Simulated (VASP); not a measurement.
# C (Fmmm) in VASP: notebook

C is run at these levels: PBEsol; tasks: single point, relaxation of cell and atoms.

All numbers are computed with VASP 6.6.1; they aren't measurements. Logs are shortened: lines on timing, memory, paths and dates and some standing lists are left out, and cuts for length are marked.

### Step 1. The cell of the first run

It takes space group Fmmm (No. 69, orthorhombic). The conventional cell has a = 2.459 Å, b = 4.259 Å, c = 7.377 Å, α = 90.00°, β = 90.00°, γ = 90.00°. C (site symmetry m2m) has 3 C at 1.42 Å within 1.9 Å.

### Step 2. Single point, PBEsol

Input file INCAR:

```
SYSTEM = C
PREC = Accurate
ENCUT = 520
EDIFF = 1E-6
ISMEAR = 0
SIGMA = 0.02
LREAL = .FALSE.
LASPH = .TRUE.
NELM = 80
ALGO = Normal
ISIF = 2
LWAVE = .FALSE.
LCHARG = .FALSE.
GGA = PS
NBANDS = 11
```

Input file KPOINTS:

```
Automatic mesh
0
G
  14 14 14
  0 0 0
```

Input file POSCAR:

```
C
1.0
    0.0000000000      2.1292538833      3.6885542770
    1.2293429027      0.0000000000      3.6885542770
    1.2293429027      2.1292538833      0.0000000000
C
2
Direct
    0.1666961471      0.8333038529      0.1666961471
    0.8333038529      0.1666961471      0.8333038529
```

Potentials or basis: VASP PAW PBE potentials, release 64 (C).

Run with:

```console
> cat potpaw_PBE.64/C/POTCAR > POTCAR
> mpirun -np 1 vasp_std > vasp.out
```

OUTCAR:

```text
SYSTEM = C
   PREC = Accurate
   ENCUT = 520
   EDIFF = 1E-6
   ISMEAR = 0
   LREAL = .FALSE.
   LASPH = .TRUE.
   NELM = 80
   ISIF = 2
   GGA = PS

 ion  position               nearest neighbor table
   1  0.167  0.833  0.167-   2 1.42   2 1.42   2 1.42
   2  0.833  0.167  0.833-   1 1.42   1 1.42   1 1.42

  LATTYP: Found a face centered orthorhombic cell.
 ALAT       =     2.4586858054
 B/A-ratio  =     1.7320260105
 C/A-ratio  =     3.0004275202

  Lattice vectors:

 A1 = (   0.0000000000,   2.1292538833,   3.6885542770)
 A2 = (   1.2293429027,   0.0000000000,   3.6885542770)
 A3 = (   1.2293429027,   2.1292538833,   0.0000000000)

Analysis of symmetry for initial positions (statically):
=====================================================================
 Subroutine PRICEL returns:
 Original cell was already a primitive cell.

 Routine SETGRP: Setting up the symmetry group for a
 face centered orthorhombic supercell.

 Subroutine GETGRP returns: Found  8 space group operations
 (whereof  8 operations were pure point group operations)
 out of a pool of  8 trial point group operations.

The static configuration has the point symmetry D_2h.

Analysis of symmetry for dynamics (positions and initial velocities):
=====================================================================
 Subroutine PRICEL returns:
 Original cell was already a primitive cell.

 Routine SETGRP: Setting up the symmetry group for a
 face centered orthorhombic supercell.

 Subroutine GETGRP returns: Found  8 space group operations
 (whereof  8 operations were pure point group operations)
 out of a pool of  8 trial point group operations.

The dynamic configuration has the point symmetry D_2h.

 Subroutine INISYM returns: Found  8 space group operations
 (whereof  8 operations are pure point group operations),
 and found     1 'primitive' translations

----------------------------------------------------------------------------------------

                                     Primitive cell

  volume of cell :      19.3102

  direct lattice vectors                    reciprocal lattice vectors
     0.000000000  2.129253883  3.688554277    -0.406721346  0.234824040  0.135554465
     1.229342903  0.000000000  3.688554277     0.406721346 -0.234824040  0.135554465
     1.229342903  2.129253883  0.000000000     0.406721346  0.234824040 -0.135554465

  length of vectors
     4.259008659  3.888022200  2.458659405     0.488814480  0.488814480  0.488814480

  position of ions in fractional coordinates (direct lattice)
     0.166696147  0.833303853  0.166696147
     0.833303853  0.166696147  0.833303853

  ion indices of the primitive-cell ions
   primitive index   ion index
                 1           1
                 2           2

----------------------------------------------------------------------------------------

 KPOINTS: Automatic mesh

Automatic generation of k-mesh.
 Grid dimensions read from file:
 generate k-points for:   14   14   14

 Generating k-lattice:

  Cartesian coordinates                     Fractional coordinates (reciprocal lattice)
    -0.029051525  0.016773146  0.009682462     0.071428571  0.000000000  0.000000000
     0.029051525 -0.016773146  0.009682462     0.000000000  0.071428571  0.000000000
     0.029051525  0.016773146 -0.009682462    -0.000000000 -0.000000000  0.071428571

  Length of vectors
     0.034915320  0.034915320  0.034915320

  Shift w.r.t. Gamma in fractional coordinates (k-lattice)
     0.000000000  0.000000000  0.000000000

 Subroutine IBZKPT returns following result:
 ===========================================

 Found    428 irreducible k-points:

 Following reciprocal coordinates:
            Coordinates               Weight
  0.000000  0.000000  0.000000      1.000000
  0.071429  0.000000  0.000000      8.000000
  0.142857 -0.000000 -0.000000      8.000000
  0.214286  0.000000  0.000000      8.000000
  0.285714  0.000000  0.000000      8.000000
  0.357143  0.000000 -0.000000      8.000000
[... 16 lines left out ...]
  0.214286  0.142857  0.000000      8.000000
  0.285714  0.142857  0.000000      8.000000
 [... further k-points ...]
   k-points           NKPTS =    428   k-points in BZ     NKDIM =    428   number of bands    NBANDS=     11
   number of dos      NEDOS =    301   number of ions     NIONS =      2
   total plane-waves  NPLWV =  17280
   dimension x,y,z NGX =    32 NGY =   30 NGZ =   18
   dimension x,y,z NGXF=    64 NGYF=   60 NGZF=   36
   ions per type =               2
   NGX,Y,Z   is equivalent  to a cutoff of  12.49, 12.83, 12.17 a.u.
   NGXF,Y,Z  is equivalent  to a cutoff of  24.98, 25.66, 24.34 a.u.
 SYSTEM =  C
   PREC   = accura    normal or accurate (medium, high low for compatibility)
   ISTART =      0    job   : 0-new  1-cont  2-samecut
   ICHARG =      2    charge: 1-file 2-atom 10-const
   ISPIN  =      1    spin polarized calculation?
   LNONCOLLINEAR =      F non collinear calculations
   LSORBIT =      F    spin-orbit coupling
   LASPH  =      T    aspherical Exc in radial PAW
   ENCUT  =  520.0 eV  38.22 Ry    6.18 a.u.   7.92  7.23  4.57*2*pi/ulx,y,z
   NELM   =     80;   NELMIN=  2; NELMDL= -5     # of ELM steps
   EDIFF  = 0.1E-05   stopping-criterion for ELM
   LREAL  =      F    real-space projection
   EDIFFG = 0.1E-04   stopping-criterion for IOM
   NSW    =      0    number of steps for IOM
   IBRION =     -1    ionic relax: 0-MD 1-quasi-New 2-CG
   NFREE  =      0    steps in history (QN), initial steepest desc. (CG)
   ISIF   =      2    stress and relaxation
   ISYM   =      2    0-nonsym 1-usesym 2-fastsym
   POTIM  = 0.5000    time-step for ionic-motion
   TEBEG  =    0.0;   TEEND  =   0.0 temperature during run
   PSTRESS=    0.0 pullay stress
   NELECT =       8.0000    total number of electrons
   NUPDOWN=      -1.0000    fix difference up-down
   EMIN   =  10.00;   EMAX   =-10.00  energy-range for DOS
   EFERMI =   0.00;   METHOD = LEGACY
   ISMEAR =     0;   SIGMA  =   0.02  broadening in eV -4-tet -1-fermi 0-gaus
   EFERMI_NEDOS =   21; number of points for ismear=-14 and -15
   IALGO  =     38    algorithm
   IMIX   =      4    mixing-type and parameters
     AMIX     =   0.40;   BMIX     =  1.00
     AMIX_MAG =   1.60;   BMIX_MAG =  1.00
  volume/ion in A,a.u.               =       9.66        65.16
  Fermi-wavevector in a.u.,A,eV,Ry     =   1.220420  2.306259 20.264853  1.489425
  Thomas-Fermi vector in A             =   2.355638
   LORBIT       =      0    0 simple, 1 ext, 2 COOP (PROOUT), +10 PAW based schemes
   GGA     = PS    functional components
   LHFCALC =     F    Hartree Fock is set to
   AEXX    =    0.0000 exact exchange contribution
   IVDW    =     0    specifies the selected vdW correction
   LEPSILON=     F    determine dielectric tensor
   LRPA    =     F    only Hartree local field effects (RPA)
 non-spin polarized calculation
 Gauss-broadening in eV      SIGMA  =   0.02
  energy-cutoff  :      520.00
  volume of cell :       19.31
 maximum number of plane-waves:       540
   NGX = 15   NGY = 15   NGZ =  9

 number of electron       8.0000001 magnetization

 Free energy of the ion-electron system (eV)
  ---------------------------------------------------
  ext. energy  EPLUGINS =         0.00000000
  ---------------------------------------------------
  free energy    TOTEN  =       -19.28990662 eV

  energy without entropy =      -19.28990662  energy(sigma->0) =      -19.28990662

 E-fermi :   3.7645     XC(G=0):  -9.8888

 val. band max:        3.6377354151   @ k =   0.5000  -0.1429   0.3571
 cond. band min:       4.3450985033   @ k =  -0.0714   0.2857   0.2857
 fundamental gap:      0.7073630883
 Fermi energy:         3.7645374381

 k-point     1 :       0.0000    0.0000    0.0000
  band No.  band energies     occupation
      1     -15.7550      2.00000
      2      -3.2148      2.00000
      3       0.8699      2.00000
      4       0.8719      2.00000
      5       7.2867      0.00000
      6      12.2008      0.00000
      7      12.2397      0.00000
      8      15.3958      0.00000
      9      16.7086      0.00000
     10      25.9011      0.00000
     11      26.2355      0.00000

 k-point     2 :       0.0714    0.0000    0.0000
  band No.  band energies     occupation
      1     -15.6315      2.00000
      2      -3.0908      2.00000
      3       0.3873      2.00000
      4       0.6125      2.00000
      5       7.4856      0.00000
      6      12.2845      0.00000
      7      12.7339      0.00000
      8      14.9571      0.00000
      9      16.9285      0.00000
     10      25.6084      0.00000
     11      26.6472      0.00000

 k-point     3 :       0.1429   -0.0000   -0.0000
  band No.  band energies     occupation
      1     -15.2620      2.00000
      2      -2.7190      2.00000
      3      -0.8818      2.00000
      4      -0.0259      2.00000
      5       8.0790      0.00000
      6      12.2920      0.00000
      7      13.7515      0.00000
      8      14.1558      0.00000
      9      17.6411      0.00000
     10      24.5722      0.00000
     11      27.6931      0.00000

 k-point     4 :       0.2143    0.0000    0.0000
  band No.  band energies     occupation
      1     -14.6502      2.00000
      2      -2.5925      2.00000
      3      -2.1023      2.00000
      4      -0.7966      2.00000
      5       9.0500      0.00000
      6      12.0265      0.00000
      7      12.1189      0.00000
      8      16.1910      0.00000
      9      18.7770      0.00000
     10      23.0378      0.00000
     11      27.8035      0.00000

 k-point     5 :       0.2857    0.0000    0.0000
  band No.  band energies     occupation
      1     -13.8030      2.00000
      2      -4.4758      2.00000
      3      -1.5155      2.00000
      4      -1.2523      2.00000
      5       9.9283      0.00000
      6      10.4866      0.00000
      7      11.8555      0.00000
      8      18.5725      0.00000
      9      19.9395      0.00000
     10      21.6683      0.00000
     11      26.8437      0.00000
[... 211 lines left out ...]
 k-point    21 :      -0.0714    0.0714   -0.0000
  band No.  band energies     occupation
      1     -15.2686      2.00000
      2      -2.6507      2.00000
      3      -0.8807      2.00000
      4      -0.0259      2.00000
      5       7.8996      0.00000
      6      12.2930      0.00000
      7      13.7424      0.00000
      8      14.1554      0.00000
      9      17.6486      0.00000
     10      24.7088      0.00000
     11      27.7135      0.00000

 k-point    22 :       0.1429    0.1429    0.0000
  band No.  band energies     occupation
      1     -15.7291      2.00000
      2      -3.4738      2.00000
      3       0.8695      2.00000
      4       0.8707      2.00000
      5       7.9942      0.00000
      6      12.2035      0.00000
      7      12.2312      0.00000
      8      15.4083      0.00000
      9      16.6962      0.00000
     10      24.5028      0.00000
     11      26.1970      0.00000

 k-point    23 :       0.2143    0.1429    0.0000
  band No.  band energies     occupation
      1     -15.5943      2.00000
      2      -3.4533      2.00000
      3       0.3839      2.00000
      4       0.6125      2.00000
      5       8.5140      0.00000
      6      12.2779      0.00000
      7      12.7332      0.00000
      8      14.9836      0.00000
      9      16.9061      0.00000
     10      23.8291      0.00000
     11      26.5749      0.00000

 k-point    24 :       0.2857    0.1429    0.0000
  band No.  band energies     occupation
      1     -15.2163      2.00000
      2      -3.1539      2.00000
      3      -0.8896      2.00000
      4      -0.0259      2.00000
      5       9.3802      0.00000
      6      12.2859      0.00000
      7      13.8141      0.00000
      8      14.1581      0.00000
      9      17.5892      0.00000
     10      23.1129      0.00000
     11      27.3947      0.00000

 [... further k-points ...]

------------------------ aborting loop because EDIFF is reached ----------------------------------------

  FORCE on cell =-STRESS in cart. coord.  units (eV):
  Direction    XX          YY          ZZ          XY          YZ          ZX
  --------------------------------------------------------------------------------------
  -------------------------------------------------------------------------------------
  Total        0.1232712      0.1235209     -0.0076932      0.0000000      0.0000000      0.0000000
  in kB       10.2278819     10.2485950     -0.6383115      0.0000000      0.0000000      0.0000000
  external PRESSURE =       6.6127218 kB  Pullay stress =       0.0000000 kB

 VOLUME and BASIS-vectors are now :
 -----------------------------------------------------------------------------
  energy-cutoff  :      520.00
  volume of cell :       19.31
      direct lattice vectors                 reciprocal lattice vectors
     0.000000000  2.129253883  3.688554277    -0.406721346  0.234824040  0.135554465
     1.229342903  0.000000000  3.688554277     0.406721346 -0.234824040  0.135554465
     1.229342903  2.129253883  0.000000000     0.406721346  0.234824040 -0.135554465

 POSITION                                       TOTAL-FORCE (eV/Angst)
 -----------------------------------------------------------------------------------
      1.22934      0.70988      3.68855         0.000000      0.000286      0.000000
      1.22934      3.54863      3.68855         0.000000     -0.000286      0.000000
 -----------------------------------------------------------------------------------
    total drift:                               -0.000000     -0.000000     -0.000000

  FREE ENERGIE OF THE ION-ELECTRON SYSTEM (eV)
  ---------------------------------------------------
  free  energy   TOTEN  =       -19.2899066153 eV

  energy  without entropy=      -19.2899066153  energy(sigma->0) =      -19.28990662
```

It took 76 s on 1 thread of Intel Xeon Platinum 8375C at 2.90GHz (Ice Lake), shared host; peak memory 0.19 GiB.

Results:

```
Free energy : -19.2899 eV
Pressure    : 0.7 GPa
```

Caveat: this functional lacks dispersion, which binds the layers, so the pressure and a relaxed spacing across them are unreliable; the PAW data sets were made with another functional, which shifts forces and pressure a little.

(Part 1 of 2 ends here.)
